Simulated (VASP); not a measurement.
# Nb (Fm-3m) in VASP: further runs

Runs on Nb. Level: PBE. Tasks: single point, relaxation of cell and atoms.

Program: VASP 6.6.1. These are calculated values, not measurements. Logs are shortened: lines on timing, memory, paths and dates and some standing lists are left out, and cuts for length are marked.

## 1. The cell of the first run

The structure is cubic, space group Fm-3m (No. 225). The conventional cell has a = 4.219 Å, b = 4.219 Å, c = 4.219 Å, α = 90.00°, β = 90.00°, γ = 90.00°. Within 3.9 Å of Nb (site symmetry m-3m) lie 12 Nb at 2.98 Å.

## 2. Single point, PBE

File INCAR:

```
PREC     = Accurate       # precision mode
ENCUT    = 520            # plane-wave cutoff, eV
EDIFF    = 1E-6           # SCF threshold, eV
ISMEAR   = -1             # smearing method
SIGMA    = 0.08           # smearing width, eV
LREAL    = False          # projectors in reciprocal space
LASPH    = True           # aspherical terms in the spheres
NELM     = 80             # most SCF steps
ALGO     = Normal         # electronic algorithm
ISIF     = 2              # what is computed and relaxed
LWAVE    = False          # write WAVECAR
LCHARG   = True           # write CHGCAR
GGA      = PE             # functional
LELF     = True           # ELF
LVHAR    = True         
NBANDS   = 12             # bands
```

File KPOINTS:

```
Automatic mesh
0
Gamma
  16 16 16
```

File POSCAR:

```
Nb
1.0
    0.0000000000      2.1096086021      2.1096086021
    2.1096086021      0.0000000000      2.1096086021
    2.1096086021      2.1096086021      0.0000000000
Nb
1
Direct
    0.0000000000      0.0000000000      0.0000000000
```

Potentials or basis: VASP PAW PBE potentials, release 64 (Nb_sv).

Started as:

```sh
> cat potpaw_PBE.64/Nb_sv/POTCAR > POTCAR
> mpirun -np 1 vasp_std > vasp.out
```

OUTCAR:

```text
PREC = Accurate
   ENCUT = 520
   EDIFF = 1E-6
   ISMEAR = -1
   LREAL = False
   LASPH = True
   NELM = 80
   ISIF = 2
   GGA = PE

 ion  position               nearest neighbor table
   1  0.000  0.000  0.000-

  LATTYP: Found a face centered cubic cell.
 ALAT       =     4.2192172042

  Lattice vectors:

 A1 = (   0.0000000000,   2.1096086021,   2.1096086021)
 A2 = (   2.1096086021,   0.0000000000,   2.1096086021)
 A3 = (   2.1096086021,   2.1096086021,   0.0000000000)

Analysis of symmetry for initial positions (statically):
=====================================================================
 Subroutine PRICEL returns:
 Original cell was already a primitive cell.

 Routine SETGRP: Setting up the symmetry group for a
 face centered cubic supercell.

 Subroutine GETGRP returns: Found 48 space group operations
 (whereof 48 operations were pure point group operations)
 out of a pool of 48 trial point group operations.

The static configuration has the point symmetry O_h .

Analysis of symmetry for dynamics (positions and initial velocities):
=====================================================================
 Subroutine PRICEL returns:
 Original cell was already a primitive cell.

 Routine SETGRP: Setting up the symmetry group for a
 face centered cubic supercell.

 Subroutine GETGRP returns: Found 48 space group operations
 (whereof 48 operations were pure point group operations)
 out of a pool of 48 trial point group operations.

The dynamic configuration has the point symmetry O_h .

 Subroutine INISYM returns: Found 48 space group operations
 (whereof 48 operations are pure point group operations),
 and found     1 'primitive' translations

----------------------------------------------------------------------------------------

                                     Primitive cell

  volume of cell :      18.7774

  direct lattice vectors                    reciprocal lattice vectors
     0.000000000  2.109608602  2.109608602    -0.237010789  0.237010789  0.237010789
     2.109608602  0.000000000  2.109608602     0.237010789 -0.237010789  0.237010789
     2.109608602  2.109608602  0.000000000     0.237010789  0.237010789 -0.237010789

  length of vectors
     2.983437096  2.983437096  2.983437096     0.410514729  0.410514729  0.410514729

  position of ions in fractional coordinates (direct lattice)
     0.000000000  0.000000000  0.000000000

  ion indices of the primitive-cell ions
   primitive index   ion index
                 1           1

----------------------------------------------------------------------------------------

 KPOINTS: Automatic mesh

Automatic generation of k-mesh.
 Grid dimensions read from file:
 generate k-points for:   16   16   16

 Generating k-lattice:

  Cartesian coordinates                     Fractional coordinates (reciprocal lattice)
    -0.014813174  0.014813174  0.014813174     0.062500000  0.000000000  0.000000000
     0.014813174 -0.014813174  0.014813174     0.000000000  0.062500000  0.000000000
     0.014813174  0.014813174 -0.014813174     0.000000000  0.000000000  0.062500000

  Length of vectors
     0.025657171  0.025657171  0.025657171

  Shift w.r.t. Gamma in fractional coordinates (k-lattice)
     0.000000000  0.000000000  0.000000000

 Subroutine IBZKPT returns following result:
 ===========================================

 Found    145 irreducible k-points:

 Following reciprocal coordinates:
            Coordinates               Weight
  0.000000  0.000000  0.000000      1.000000
  0.062500  0.000000  0.000000      8.000000
  0.125000  0.000000  0.000000      8.000000
  0.187500  0.000000  0.000000      8.000000
  0.250000  0.000000  0.000000      8.000000
  0.312500  0.000000  0.000000      8.000000
[... 16 lines left out ...]
 -0.125000  0.062500  0.000000     24.000000
 -0.062500  0.062500  0.000000     12.000000
 [... further k-points ...]
   k-points           NKPTS =    145   k-points in BZ     NKDIM =    145   number of bands    NBANDS=     12
   number of dos      NEDOS =    301   number of ions     NIONS =      1
   total plane-waves  NPLWV =  13824
   dimension x,y,z NGX =    24 NGY =   24 NGZ =   24
   dimension x,y,z NGXF=    48 NGYF=   48 NGZF=   48
   ions per type =               1
   NGX,Y,Z   is equivalent  to a cutoff of  13.37, 13.37, 13.37 a.u.
   NGXF,Y,Z  is equivalent  to a cutoff of  26.75, 26.75, 26.75 a.u.
 SYSTEM =  unknown system
   PREC   = accura    normal or accurate (medium, high low for compatibility)
   ISTART =      0    job   : 0-new  1-cont  2-samecut
   ICHARG =      2    charge: 1-file 2-atom 10-const
   ISPIN  =      1    spin polarized calculation?
   LNONCOLLINEAR =      F non collinear calculations
   LSORBIT =      F    spin-orbit coupling
   LASPH  =      T    aspherical Exc in radial PAW
   ENCUT  =  520.0 eV  38.22 Ry    6.18 a.u.   5.55  5.55  5.55*2*pi/ulx,y,z
   NELM   =     80;   NELMIN=  2; NELMDL= -5     # of ELM steps
   EDIFF  = 0.1E-05   stopping-criterion for ELM
   LREAL  =      F    real-space projection
[... 7 lines left out ...]
   TEBEG  =    0.0;   TEEND  =   0.0 temperature during run
   PSTRESS=    0.0 pullay stress
   NELECT =      13.0000    total number of electrons
   NUPDOWN=      -1.0000    fix difference up-down
   EMIN   =  10.00;   EMAX   =-10.00  energy-range for DOS
   EFERMI =   0.00;   METHOD = LEGACY
   ISMEAR =    -1;   SIGMA  =   0.08  broadening in eV -4-tet -1-fermi 0-gaus
   EFERMI_NEDOS =   21; number of points for ismear=-14 and -15
   IALGO  =     38    algorithm
   IMIX   =      4    mixing-type and parameters
     AMIX     =   0.40;   BMIX     =  1.00
     AMIX_MAG =   1.60;   BMIX_MAG =  1.00
  volume/ion in A,a.u.               =      18.78       126.72
  Fermi-wavevector in a.u.,A,eV,Ry     =   1.448252  2.736799 28.537310  2.097433
  Thomas-Fermi vector in A             =   2.566114
   LORBIT       =      0    0 simple, 1 ext, 2 COOP (PROOUT), +10 PAW based schemes
   GGA     = PE    functional components
   LHFCALC =     F    Hartree Fock is set to
   AEXX    =    0.0000 exact exchange contribution
   IVDW    =     0    specifies the selected vdW correction
   LEPSILON=     F    determine dielectric tensor
   LRPA    =     F    only Hartree local field effects (RPA)
 non-spin polarized calculation
  energy-cutoff  :      520.00
  volume of cell :       18.78
 maximum number of plane-waves:       531
 NGX is ok and might be reduce to    24
   NGX = 11   NGY = 11   NGZ = 11

 number of electron      13.0000001 magnetization

 Free energy of the ion-electron system (eV)
  ---------------------------------------------------
  ext. energy  EPLUGINS =         0.00000000
  ---------------------------------------------------
  free energy    TOTEN  =        -9.90903781 eV

  energy without entropy =       -9.87672608  energy(sigma->0) =       -9.89288194

 E-fermi :  10.9621     XC(G=0): -12.2894

 val. band max:       10.9523598011   @ k =  -0.4375   0.3125   0.0625
 cond. band min:      10.9765162178   @ k =  -0.3125   0.5000   0.1875
 fundamental gap:      0.0241564167
 Fermi energy:        10.9620704999

 k-point     1 :       0.0000    0.0000    0.0000
  band No.  band energies     occupation
      1     -43.8343      2.00000
      2     -19.2229      2.00000
      3     -19.2229      2.00000
      4     -19.2229      2.00000
      5       4.7342      2.00000
      6      11.0635      0.43912
      7      11.0635      0.43912
      8      11.0635      0.43912
      9      13.6555      0.00000
     10      13.6555      0.00000
     11      22.7775      0.00000
     12      27.5535      0.00000

 k-point     2 :       0.0625    0.0000    0.0000
  band No.  band energies     occupation
      1     -43.8271      2.00000
      2     -19.2711      2.00000
      3     -19.2288      2.00000
      4     -19.2288      2.00000
      5       4.8800      2.00000
      6      10.9496      1.07799
      7      11.1308      0.21654
      8      11.1308      0.21654
      9      13.5953      0.00000
     10      13.5953      0.00000
     11      23.0714      0.00000
     12      26.9245      0.00000

 k-point     3 :       0.1250    0.0000    0.0000
  band No.  band energies     occupation
      1     -43.8066      2.00000
      2     -19.4067      2.00000
      3     -19.2458      2.00000
      4     -19.2458      2.00000
      5       5.2943      2.00000
      6      10.6688      1.95009
      7      11.2982      0.02949
      8      11.2982      0.02949
      9      13.4716      0.00000
     10      13.4716      0.00000
     11      23.8339      0.00000
     12      25.7762      0.00000

 k-point     4 :       0.1875    0.0000    0.0000
  band No.  band energies     occupation
      1     -43.7756      2.00000
      2     -19.6058      2.00000
      3     -19.2710      2.00000
      4     -19.2710      2.00000
      5       5.8991      2.00000
      6      10.3729      1.99873
      7      11.4482      0.00458
      8      11.4482      0.00458
      9      13.4508      0.00000
     10      13.4508      0.00000
     11      24.1250      0.00000
     12      25.3923      0.00000

 k-point     5 :       0.2500    0.0000    0.0000
  band No.  band energies     occupation
      1     -43.7389      2.00000
      2     -19.8351      2.00000
      3     -19.3005      2.00000
      4     -19.3005      2.00000
      5       6.5352      2.00000
      6      10.2671      1.99966
      7      11.4320      0.00561
      8      11.4320      0.00561
      9      13.7200      0.00000
     10      13.7200      0.00000
     11      23.2443      0.00000
     12      26.0693      0.00000
[... 228 lines left out ...]
      1     -43.7217      2.00000
      2     -19.9126      2.00000
      3     -19.3593      2.00000
      4     -19.2973      2.00000
      5       6.8372      2.00000
      6      10.1894      1.99987
      7      11.3152      0.02393
      8      11.4869      0.00283
      9      13.4250      0.00000
     10      14.4247      0.00000
     11      23.1957      0.00000
     12      26.1928      0.00000

 k-point    22 :      -0.1875    0.0625    0.0000
  band No.  band energies     occupation
      1     -43.7586      2.00000
      2     -19.6900      2.00000
      3     -19.3255      2.00000
      4     -19.2678      2.00000
      5       6.2360      2.00000
      6      10.1955      1.99986
      7      11.4556      0.00418
      8      11.5710      0.00099
      9      13.0690      0.00000
     10      13.9408      0.00000
     11      24.0943      0.00000
     12      25.7453      0.00000

 k-point    23 :      -0.1250    0.0625    0.0000
  band No.  band energies     occupation
      1     -43.7914      2.00000
      2     -19.4866      2.00000
      3     -19.2903      2.00000
      4     -19.2443      2.00000
      5       5.6001      2.00000
      6      10.4536      1.99653
      7      11.4219      0.00636
      8      11.4254      0.00609
      9      13.1172      0.00000
     10      13.7126      0.00000
     11      24.3605      0.00000
     12      25.4509      0.00000

 k-point    24 :      -0.0625    0.0625    0.0000
  band No.  band energies     occupation
      1     -43.8155      2.00000
      2     -19.3384      2.00000
      3     -19.2563      2.00000
      4     -19.2306      2.00000
      5       5.1161      2.00000
      6      10.7580      1.85527
      7      11.2259      0.07133
      8      11.2657      0.04393
      9      13.3641      0.00000
     10      13.6579      0.00000
     11      23.5333      0.00000
     12      26.3641      0.00000

 [... further k-points ...]

------------------------ aborting loop because EDIFF is reached ----------------------------------------

  FORCE on cell =-STRESS in cart. coord.  units (eV):
  Direction    XX          YY          ZZ          XY          YZ          ZX
  --------------------------------------------------------------------------------------
  -------------------------------------------------------------------------------------
  Total       -0.0399828     -0.0399828     -0.0399828      0.0000000     -0.0000000      0.0000000
  in kB       -3.4115245     -3.4115245     -3.4115245      0.0000000     -0.0000000      0.0000000
  external PRESSURE =      -3.4115245 kB  Pullay stress =       0.0000000 kB

 VOLUME and BASIS-vectors are now :
 -----------------------------------------------------------------------------
  energy-cutoff  :      520.00
  volume of cell :       18.78
      direct lattice vectors                 reciprocal lattice vectors
     0.000000000  2.109608602  2.109608602    -0.237010789  0.237010789  0.237010789
     2.109608602  0.000000000  2.109608602     0.237010789 -0.237010789  0.237010789
     2.109608602  2.109608602  0.000000000     0.237010789  0.237010789 -0.237010789

 POSITION                                       TOTAL-FORCE (eV/Angst)
 -----------------------------------------------------------------------------------
      0.00000      0.00000      0.00000         0.000000      0.000000      0.000000
 -----------------------------------------------------------------------------------
    total drift:                                0.000000      0.000000     -0.000000

  FREE ENERGIE OF THE ION-ELECTRON SYSTEM (eV)
  ---------------------------------------------------
  free  energy   TOTEN  =        -9.9090378081 eV

  energy  without entropy=       -9.8767260771  energy(sigma->0) =       -9.89288194
```

Run time: 20 s. Hardware: 1 thread of Intel Xeon 6975P-C, shared host; peak memory 0.16 GiB.

What came out:

```
Free energy : -9.9090 eV
Pressure    : -0.3 GPa
```

Levels at points of the mesh, in eV from the Fermi level:
| k point | band 2 | band 3 | band 4 | band 5 | band 6 | band 7 | band 8 | band 9 | band 10 | band 11 |
| --- | --- | --- | --- | --- | --- | --- | --- | --- | --- | --- |
| (0.00, 0.00, 0.00) | -30.18 | -30.18 | -30.18 | -6.23 | 0.10 | 0.10 | 0.10 | 2.69 | 2.69 | 11.82 |
| (0.50, 0.00, 0.00) | -31.37 | -30.34 | -30.34 | -3.83 | -0.08 | -0.08 | 1.36 | 4.65 | 4.65 | 10.44 |
| (0.50, 0.50, 0.00) | -31.29 | -30.61 | -30.61 | -4.05 | -3.32 | 3.58 | 4.63 | 5.21 | 5.21 | 11.25 |

## 3. Single point, PBE (volume scaled by 1.021, to set the pressure)

File INCAR:

```
SYSTEM = Nb
ALGO = Normal
EDIFF = 1E-7
ENCUT = 520
GGA = PE
ISIF = 2
ISMEAR = -1
LASPH = .True.
LCHARG = .False.
LREAL = .False.
LWAVE = .False.
NBANDS = 12
NELM = 60
PREC = Accurate
SIGMA = 0.08
```

File KPOINTS:

```
k-points
0
Gamma
  16 16 16
  0 0 0
```

File POSCAR:

```
Nb
1.0
    0.0000000000      2.1242736809      2.1242736809
    2.1242736809      0.0000000000      2.1242736809
    2.1242736809      2.1242736809      0.0000000000
Nb
1
Direct
    0.0000000000      0.0000000000      0.0000000000
```

Potentials or basis: VASP PAW PBE potentials, release 64 (Nb_sv).

Started as:

```sh
> cat potpaw_PBE.64/Nb_sv/POTCAR > POTCAR
> mpirun -np 1 vasp_std > vasp.out
```

Wall time 18 s (1 thread of Intel Xeon 6975P-C, shared host); peak memory 0.16 GiB.

Results (log left out):

```yaml
Free_energy: -9.9043 eV
Pressure: -3.6 GPa
```

Levels at points of the mesh, in eV from the Fermi level:
```
           k point  band 2  band 3  band 4  band 5  band 6  band 7  band 8  band 9  band 10  band 11
(0.00, 0.00, 0.00)  -30.25  -30.25  -30.25   -6.18    0.11    0.11    0.11    2.63     2.63    11.79
(0.50, 0.00, 0.00)  -31.36  -30.39  -30.39   -3.76   -0.06   -0.06    1.29    4.53     4.53    10.15
(0.50, 0.50, 0.00)  -31.28  -30.64  -30.64   -3.94   -3.22    3.46    4.51    5.07     5.07    11.09
```

Caveat: the cell differs from its parent crystal (volume scaled by 1.021, to set the pressure).

## 4. Relaxation of cell and atoms, PBE

This run uses another cell than the first one, of 18.13 Å³/atom, 0.965 times its volume.

File INCAR:

```
SYSTEM = Nb
  ALGO = Normal
  EDIFF = 1E-6
  EDIFFG = -0.005
  ENCUT = 600
  GGA = PE
  IBRION = 2
  ISIF = 3
  ISMEAR = -1
  LASPH = .True.
  LCHARG = .False.
  LREAL = .False.
  LWAVE = .False.
  NELM = 80
  NSW = 60
  PREC = Accurate
  SIGMA = 0.08
```

KPOINTS is that of step 3.

File POSCAR:

```
Nb
1.0
    0.0000000000      2.0849260709      2.0849260709
    2.0849260709      0.0000000000      2.0849260709
    2.0849260709      2.0849260709      0.0000000000
Nb
1
Direct
    0.0000000000      0.0000000000      0.0000000000
```

Started as:

```sh
> cat potpaw_PBE.64/Nb_sv/POTCAR > POTCAR
> mpirun -np 1 vasp_std > vasp.out
```

Run time: 48 s. Hardware: 1 thread of Intel Xeon 6975P-C, shared host; peak memory 0.17 GiB.

It converged, with:

| Property | Result |
| --- | --- |
| Free energy | -9.9086 eV |
| Relaxed volume | 18.74 Å³/atom |
| Relaxed cell | a = 2.981 Å, b = 2.981 Å, c = 2.981 Å, α = 60.00°, β = 60.00°, γ = 60.00° |
| Space group after relaxing (to 0.05 Å) | Fm-3m (No. 225) |
| Energy gained by relaxing | 10.8 meV/atom |
| Ionic steps | 4 |
| Pressure after relaxing | 0.0 GPa |

The path:
| step | energy change (eV) | largest force (eV/Å) | pressure (GPa) | volume (Å³) |
| --- | --- | --- | --- | --- |
| 1 | 0.0000 | 0.0000 | 5.82 | 18.13 |
| 2 | 0.0232 | 0.0000 | -8.90 | 19.91 |
| 3 | -0.0108 | 0.0000 | -0.12 | 18.75 |
| 4 | -0.0108 | 0.0000 | 0.02 | 18.74 |

Final structure:
```
Nb
1.0
     0.00000    2.10811    2.10811
     2.10811    0.00000    2.10811
     2.10811    2.10811    0.00000
Nb
1
Direct
  0.00000 0.00000 0.00000
```

Levels at points of the mesh, in eV from the Fermi level:
| k point | band 2 | band 3 | band 4 | band 5 | band 6 | band 7 | band 8 | band 9 | band 10 |
| --- | --- | --- | --- | --- | --- | --- | --- | --- | --- |
| (0.00, 0.00, 0.00) | -30.18 | -30.18 | -30.18 | -6.23 | 0.10 | 0.10 | 0.10 | 2.70 | 2.70 |
| (0.50, 0.00, 0.00) | -31.37 | -30.33 | -30.33 | -3.84 | -0.08 | -0.08 | 1.37 | 4.66 | 4.66 |
| (0.50, 0.50, 0.00) | -31.29 | -30.60 | -30.60 | -4.06 | -3.33 | 3.59 | 4.65 | 5.22 | 5.22 |

[end of part 1 of 2]
